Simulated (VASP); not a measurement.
# Bi2Se3 (R-3m) in VASP: notebook

Bi2Se3 is run at these levels: PBE; tasks: single point.

Everything below comes from runs of VASP 6.6.1. Logs are shortened: lines on timing, memory, paths and dates and some standing lists are left out, and cuts for length are marked.

### Step 1. The cell of the first run

The structure is trigonal, space group R-3m (No. 166). The conventional cell has a = 4.143 Å, b = 4.143 Å, c = 28.063 Å, α = 90.00°, β = 90.00°, γ = 120.00°. Within 3.7 Å of Bi (site symmetry 3m) lie 6 Se at 2.83 to 3.05 Å. Se (site symmetry 3m) has 3 Bi at 2.83 Å and 3 Se at 3.48 Å within 3.7 Å. Se (site symmetry -3m) has 6 Bi at 3.05 Å and 12 Se at 4.14 to 4.17 Å within 4.2 Å.

### Step 2. Single point, PBE

INCAR reads:

```
SYSTEM = Bi2Se3
  ALGO = Normal
  EDIFF = 1E-6
  ENCUT = 520
  GGA = PE
  ISIF = 2
  ISMEAR = -1
  LASPH = .TRUE.
  LCHARG = .FALSE.
  LREAL = .FALSE.
  LWAVE = .FALSE.
  NBANDS = 32
  NELM = 80
  PREC = Accurate
  SIGMA = 0.05
```

KPOINTS reads:

```
k-points
0
G
  6 6 6
  0 0 0
```

POSCAR reads:

```
Bi2Se3
1.0
    2.0715000000      1.1959810826      9.3544266666
   -2.0715000000      1.1959810826      9.3544266666
    0.0000000000     -2.3919621653      9.3544266666
Bi Se
2 3
Direct
    0.5992000000      0.5992000000      0.5992000000
    0.4008000000      0.4008000000      0.4008000000
    0.7883000000      0.7883000000      0.7883000000
    0.2117000000      0.2117000000      0.2117000000
    0.0000000000      0.0000000000      0.0000000000
```

Potentials or basis: VASP PAW PBE potentials, release 64 (Bi_d, Se).

Launch:

```console
$ cat potpaw_PBE.64/Bi_d/POTCAR potpaw_PBE.64/Se/POTCAR > POTCAR
$ mpirun -np 1 vasp_std > vasp.out
```

OUTCAR:

```text
SYSTEM = Bi2Se3
   EDIFF = 1E-6
   ENCUT = 520
   GGA = PE
   ISIF = 2
   ISMEAR = -1
   LASPH = .TRUE.
   LREAL = .FALSE.
   NELM = 80
   PREC = Accurate

 ion  position               nearest neighbor table
   1  0.599  0.599  0.599-   4 2.83   4 2.83   4 2.83   5 3.05   5 3.05   5 3.05
   2  0.401  0.401  0.401-   3 2.83   3 2.83   3 2.83   5 3.05   5 3.05   5 3.05
   3  0.788  0.788  0.788-   2 2.83   2 2.83   2 2.83
   4  0.212  0.212  0.212-   1 2.83   1 2.83   1 2.83
   5  0.000  0.000  0.000-   1 3.05   1 3.05   2 3.05   2 3.05   1 3.05   2 3.05

  LATTYP: Found a trigonal (rhomboedric) cell.
 ALAT       =     9.6554016623
 COS(alpha) =     0.9079424991

  Lattice vectors:

 A1 = (   2.0715000000,   1.1959810826,   9.3544266666)
 A2 = (  -2.0715000000,   1.1959810826,   9.3544266666)
 A3 = (   0.0000000000,  -2.3919621653,   9.3544266666)

Analysis of symmetry for initial positions (statically):
=====================================================================
 Subroutine PRICEL returns:
 Original cell was already a primitive cell.

 Routine SETGRP: Setting up the symmetry group for a
 trigonal (rhombohedral) supercell.

 Subroutine GETGRP returns: Found 12 space group operations
 (whereof 12 operations were pure point group operations)
 out of a pool of 12 trial point group operations.

The static configuration has the point symmetry D_3d.

Analysis of symmetry for dynamics (positions and initial velocities):
=====================================================================
 Subroutine PRICEL returns:
 Original cell was already a primitive cell.

 Routine SETGRP: Setting up the symmetry group for a
 trigonal (rhombohedral) supercell.

 Subroutine GETGRP returns: Found 12 space group operations
 (whereof 12 operations were pure point group operations)
 out of a pool of 12 trial point group operations.

The dynamic configuration has the point symmetry D_3d.

 Subroutine INISYM returns: Found 12 space group operations
 (whereof 12 operations are pure point group operations),
 and found     1 'primitive' translations

----------------------------------------------------------------------------------------

                                     Primitive cell

  volume of cell :     139.0521

  direct lattice vectors                    reciprocal lattice vectors
     2.071500000  1.195981083  9.354426667     0.241370987  0.139355604  0.035633753
    -2.071500000  1.195981083  9.354426667    -0.241370987  0.139355604  0.035633753
     0.000000000 -2.391962165  9.354426667     0.000000000 -0.278711209  0.035633753

  length of vectors
     9.655401662  9.655401662  9.655401662     0.280979897  0.280979897  0.280979897

  position of ions in fractional coordinates (direct lattice)
     0.599200000  0.599200000  0.599200000
     0.400800000  0.400800000  0.400800000
     0.788300000  0.788300000  0.788300000
     0.211700000  0.211700000  0.211700000
     0.000000000  0.000000000  0.000000000

  ion indices of the primitive-cell ions
   primitive index   ion index
                 1           1
                 2           2
                 3           3
                 4           4
                 5           5

----------------------------------------------------------------------------------------

 KPOINTS: k-points

Automatic generation of k-mesh.
 Grid dimensions read from file:
 generate k-points for:    6    6    6

 Generating k-lattice:

  Cartesian coordinates                     Fractional coordinates (reciprocal lattice)
     0.040228498  0.023225934  0.005938959     0.166666667  0.000000000  0.000000000
    -0.040228498  0.023225934  0.005938959     0.000000000  0.166666667  0.000000000
     0.000000000 -0.046451868  0.005938959     0.000000000  0.000000000  0.166666667

  Length of vectors
     0.046829983  0.046829983  0.046829983

  Shift w.r.t. Gamma in fractional coordinates (k-lattice)
     0.000000000  0.000000000  0.000000000

 Subroutine IBZKPT returns following result:
 ===========================================

 Found     32 irreducible k-points:

 Following reciprocal coordinates:
            Coordinates               Weight
  0.000000  0.000000  0.000000      1.000000
  0.166667  0.000000  0.000000      6.000000
  0.333333  0.000000 -0.000000      6.000000
  0.500000 -0.000000  0.000000      3.000000
  0.166667  0.166667  0.000000      6.000000
  0.333333  0.166667  0.000000     12.000000
[... 16 lines left out ...]
  0.500000  0.500000  0.166667      6.000000
 -0.333333  0.500000  0.166667     12.000000
 [... further k-points ...]
   k-points           NKPTS =     32   k-points in BZ     NKDIM =     32   number of bands    NBANDS=     32
   number of dos      NEDOS =    301   number of ions     NIONS =      5
   total plane-waves  NPLWV = 373248
   dimension x,y,z NGX =    72 NGY =   72 NGZ =   72
   dimension x,y,z NGXF=   144 NGYF=  144 NGZF=  144
   ions per type =               2   3
   NGX,Y,Z   is equivalent  to a cutoff of  12.40, 12.40, 12.40 a.u.
   NGXF,Y,Z  is equivalent  to a cutoff of  24.79, 24.79, 24.79 a.u.
 SYSTEM =  Bi2Se3
   PREC   = accura    normal or accurate (medium, high low for compatibility)
   ISTART =      0    job   : 0-new  1-cont  2-samecut
   ICHARG =      2    charge: 1-file 2-atom 10-const
   ISPIN  =      1    spin polarized calculation?
   LNONCOLLINEAR =      F non collinear calculations
   LSORBIT =      F    spin-orbit coupling
   LASPH  =      T    aspherical Exc in radial PAW
   ENCUT  =  520.0 eV  38.22 Ry    6.18 a.u.  17.95 17.95 17.95*2*pi/ulx,y,z
   NELM   =     80;   NELMIN=  2; NELMDL= -5     # of ELM steps
   EDIFF  = 0.1E-05   stopping-criterion for ELM
   LREAL  =      F    real-space projection
   EDIFFG = 0.1E-04   stopping-criterion for IOM
   NSW    =      0    number of steps for IOM
   IBRION =     -1    ionic relax: 0-MD 1-quasi-New 2-CG
   NFREE  =      0    steps in history (QN), initial steepest desc. (CG)
   ISIF   =      2    stress and relaxation
   ISYM   =      2    0-nonsym 1-usesym 2-fastsym
   POTIM  = 0.5000    time-step for ionic-motion
   TEBEG  =    0.0;   TEEND  =   0.0 temperature during run
   PSTRESS=    0.0 pullay stress
   NELECT =      48.0000    total number of electrons
   NUPDOWN=      -1.0000    fix difference up-down
   EMIN   =  10.00;   EMAX   =-10.00  energy-range for DOS
   EFERMI =   0.00;   METHOD = LEGACY
   ISMEAR =    -1;   SIGMA  =   0.05  broadening in eV -4-tet -1-fermi 0-gaus
   EFERMI_NEDOS =   21; number of points for ismear=-14 and -15
   IALGO  =     38    algorithm
   IMIX   =      4    mixing-type and parameters
     AMIX     =   0.40;   BMIX     =  1.00
     AMIX_MAG =   1.60;   BMIX_MAG =  1.00
  volume/ion in A,a.u.               =      27.81       187.67
  Fermi-wavevector in a.u.,A,eV,Ry     =   1.148407  2.170175 17.943905  1.318840
  Thomas-Fermi vector in A             =   2.285083
   LORBIT       =      0    0 simple, 1 ext, 2 COOP (PROOUT), +10 PAW based schemes
   GGA     = PE    functional components
   LHFCALC =     F    Hartree Fock is set to
   AEXX    =    0.0000 exact exchange contribution
   IVDW    =     0    specifies the selected vdW correction
   LEPSILON=     F    determine dielectric tensor
   LRPA    =     F    only Hartree local field effects (RPA)
 non-spin polarized calculation
  energy-cutoff  :      520.00
  volume of cell :      139.05
 maximum number of plane-waves:      3796
   NGX = 35   NGY = 35   NGZ = 35

 number of electron      47.9999996 magnetization

 Free energy of the ion-electron system (eV)
  ---------------------------------------------------
  ext. energy  EPLUGINS =         0.00000000
  ---------------------------------------------------
  free energy    TOTEN  =       -20.09351893 eV

  energy without entropy =      -20.09293310  energy(sigma->0) =      -20.09322602

 E-fermi :   5.2603     XC(G=0):  -9.5904

 val. band max:        5.1894379601   @ k =   0.0000   0.0000   0.0000
 cond. band min:       5.3289164680   @ k =   0.0000   0.0000   0.0000
 fundamental gap:      0.1394785079
 Fermi energy:         5.2603153623

 k-point     1 :       0.0000    0.0000    0.0000
  band No.  band energies     occupation
      1     -17.9367      2.00000
      2     -17.9367      2.00000
      3     -17.9343      2.00000
      4     -17.9343      2.00000
      5     -17.9293      2.00000
      6     -17.9265      2.00000
[... 24 lines left out ...]
     31      11.0843      0.00000
     32      12.1117      0.00000

 k-point     2 :       0.1667    0.0000    0.0000
  band No.  band energies     occupation
      1     -17.9416      2.00000
      2     -17.9384      2.00000
      3     -17.9310      2.00000
      4     -17.9287      2.00000
      5     -17.9255      2.00000
      6     -17.9230      2.00000
[... 24 lines left out ...]
     31      10.2453      0.00000
     32      11.1458      0.00000

 k-point     3 :       0.3333    0.0000   -0.0000
  band No.  band energies     occupation
      1     -17.9534      2.00000
      2     -17.9480      2.00000
      3     -17.9285      2.00000
      4     -17.9261      2.00000
      5     -17.9230      2.00000
      6     -17.9220      2.00000
[... 24 lines left out ...]
     31       9.8334      0.00000
     32      11.7048      0.00000

 k-point     4 :       0.5000   -0.0000    0.0000
  band No.  band energies     occupation
      1     -17.9597      2.00000
      2     -17.9532      2.00000
      3     -17.9310      2.00000
      4     -17.9265      2.00000
      5     -17.9253      2.00000
      6     -17.9210      2.00000
[... 654 lines left out ...]
     31       9.7373      0.00000
     32      12.0102      0.00000

 k-point    23 :       0.5000    0.5000    0.1667
  band No.  band energies     occupation
      1     -17.9532      2.00000
      2     -17.9481      2.00000
      3     -17.9286      2.00000
      4     -17.9262      2.00000
      5     -17.9231      2.00000
      6     -17.9220      2.00000
[... 24 lines left out ...]
     31       9.6641      0.00000
     32      11.5186      0.00000

 k-point    24 :      -0.3333    0.5000    0.1667
  band No.  band energies     occupation
      1     -17.9525      2.00000
      2     -17.9478      2.00000
      3     -17.9311      2.00000
      4     -17.9262      2.00000
      5     -17.9244      2.00000
      6     -17.9216      2.00000
[... 24 lines left out ...]
     31      10.2866      0.00000
     32      11.7253      0.00000

 [... further k-points ...]

------------------------ aborting loop because EDIFF is reached ----------------------------------------

  FORCE on cell =-STRESS in cart. coord.  units (eV):
  Direction    XX          YY          ZZ          XY          YZ          ZX
  --------------------------------------------------------------------------------------
  -------------------------------------------------------------------------------------
  Total        3.2102868      3.2102868      3.8760838      0.0000000     -0.0000000      0.0000000
  in kB       36.9893535     36.9893535     44.6607557      0.0000000     -0.0000000      0.0000000
  external PRESSURE =      39.5464875 kB  Pullay stress =       0.0000000 kB

 VOLUME and BASIS-vectors are now :
 -----------------------------------------------------------------------------
  energy-cutoff  :      520.00
  volume of cell :      139.05
      direct lattice vectors                 reciprocal lattice vectors
     2.071500000  1.195981083  9.354426667     0.241370987  0.139355604  0.035633753
    -2.071500000  1.195981083  9.354426667    -0.241370987  0.139355604  0.035633753
     0.000000000 -2.391962165  9.354426667     0.000000000 -0.278711209  0.035633753

 POSITION                                       TOTAL-FORCE (eV/Angst)
 -----------------------------------------------------------------------------------
      0.00000     -0.00000     16.81552         0.000000     -0.000000      0.231468
      0.00000     -0.00000     11.24776         0.000000      0.000000     -0.231468
      0.00000     -0.00000     22.12228         0.000000     -0.000000      0.388940
      0.00000     -0.00000      5.94100         0.000000      0.000000     -0.388940
      0.00000      0.00000      0.00000         0.000000      0.000000     -0.000000
 -----------------------------------------------------------------------------------
    total drift:                                0.000000      0.000000      0.000000

  FREE ENERGIE OF THE ION-ELECTRON SYSTEM (eV)
  ---------------------------------------------------
  free  energy   TOTEN  =       -20.0935189286 eV

  energy  without entropy=      -20.0929331025  energy(sigma->0) =      -20.09322602
```

Wall time 4.9 min (1 thread of Intel Xeon 6975P-C (Granite Rapids), shared host); peak memory 0.74 GiB.

Results:

| Property | Result |
| --- | --- |
| Free energy | -20.0935 eV |
| Pressure | 4.0 GPa |
| Largest force | 0.389 eV/Å |
| Band gap on the k mesh | 0.14 eV |

Forces on the atoms (eV/Å):
```
Bi   0.000  0.000  0.231
Bi   0.000  0.000 -0.231
Se   0.000  0.000  0.389
Se   0.000  0.000 -0.389
Se   0.000  0.000  0.000
```

Caveat: the cell stands under pressure; spin-orbit coupling is left out, which moves the levels of the heavy elements. A k mesh can miss the band edges.

### Step 3. Single point, PBE

This run uses another cell than the first one, of 28.09 Å³/atom.

INCAR reads:

```
PREC = Accurate ; ENCUT = 520
EDIFF = 1E-7 ; ISMEAR = -1
SIGMA = 0.05 ; LREAL = False
LASPH = True ; NELM = 60
ALGO = Normal ; ISIF = 2
LWAVE = False ; LCHARG = False
GGA = PE ; NBANDS = 32
```

KPOINTS reads:

```
regular mesh
0
Gamma
  6 6 6
```

Edit POSCAR of step 2 so:

```diff
@@ -2,5 +2,5 @@
 1.0
-    2.0715000000      1.1959810826      9.3544266666
-   -2.0715000000      1.1959810826      9.3544266666
-    0.0000000000     -2.3919621653      9.3544266666
+    2.0715000000      1.1959810826      9.4498800000
+   -2.0715000000      1.1959810826      9.4498800000
+    0.0000000000     -2.3919621653      9.4498800000
 Bi Se
```

Potentials or basis: VASP PAW PBE potentials, release 64 (Bi_d, Se).

Launch:

```console
$ cat potpaw_PBE.64/Bi_d/POTCAR potpaw_PBE.64/Se/POTCAR > POTCAR
$ mpirun -np 1 vasp_std > vasp.out
```

Run time: 5.1 min. Hardware: 1 thread of Intel Xeon 6975P-C (Granite Rapids), shared host; peak memory 0.74 GiB.

The run converged. Its results:

```
Free energy            : -20.1292 eV
Pressure               : 3.2 GPa
Largest force          : 0.289 eV/Å
Band gap on the k mesh : 0.18 eV
```

Forces in eV/Å, atoms in the order of the input:
```
Bi   0.000  0.000  0.212
Bi   0.000  0.000 -0.212
Se   0.000  0.000  0.289
Se   0.000  0.000 -0.289
Se   0.000  0.000  0.000
```

Stress tensor (GPa, compression positive):
```
3.10 0.00 0.00
0.00 3.10 0.00
0.00 0.00 3.51
```

Levels at points of the mesh, in eV from the valence-band top:
| k point | band 20 | band 21 | band 22 | band 23 | band 24 | band 25 | band 26 | band 27 | band 28 | band 29 |
| --- | --- | --- | --- | --- | --- | --- | --- | --- | --- | --- |
| (0.00, 0.00, 0.00) | -1.92 | -1.92 | -1.26 | -1.26 | 0.00 | 0.18 | 1.36 | 1.36 | 2.11 | 2.74 |
| (0.50, 0.00, 0.00) | -3.08 | -3.02 | -2.15 | -1.26 | -0.54 | 0.84 | 1.94 | 2.98 | 3.25 | 4.08 |
| (0.50, 0.50, 0.00) | -2.62 | -1.91 | -1.88 | -1.68 | -0.96 | 1.37 | 1.99 | 2.63 | 3.03 | 3.57 |
| (0.50, 0.50, 0.50) | -1.67 | -1.57 | -1.44 | -1.44 | -0.43 | 0.59 | 1.69 | 1.69 | 2.05 | 2.38 |

Caveat: the cell stands under pressure; spin-orbit coupling is left out, which moves the levels of the heavy elements.

[end of part 1 of 2]
